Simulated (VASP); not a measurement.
Runs of VASP 6.6.1 on Mo. It takes space group P6/mmm (No. 191, hexagonal). Conventional cell: a = 2.736 Å, b = 2.736 Å, c = 2.555 Å, α = 90.00°, β = 90.00°, γ = 120.00°. Within 3.4 Å of Mo (site symmetry 6/mmm) lie 8 Mo at 2.56 to 2.74 Å. 

```tsv
k mesh	gap on the mesh (eV)	pressure (GPa)
4 × 4 × 4	none	-1.2
9 × 9 × 9	none	(b)
12 × 12 × 11	none	-7.4
7 × 7 × 7	none	(a)
6 × 6 × 5	none	-4.8
3 × 3 × 3	none	-3.2
```

Alike in all rows: task single point; level LDA; potentials or basis VASP PAW LDA potentials, release 64 (Mo_sv); no spin polarisation; cell as given; cutoff (eV) 500; smearing fermi-dirac 0.15 eV.

Task: Estimate the missing entries.

Result: (a) -8.3; (b) -5.9.

Caveats: some runs use coarse meshes.

A k mesh can miss the band edges, and the runs leave out spin-orbit coupling on Mo.

A gap of «none» marks levels without a gap at the run's occupations.
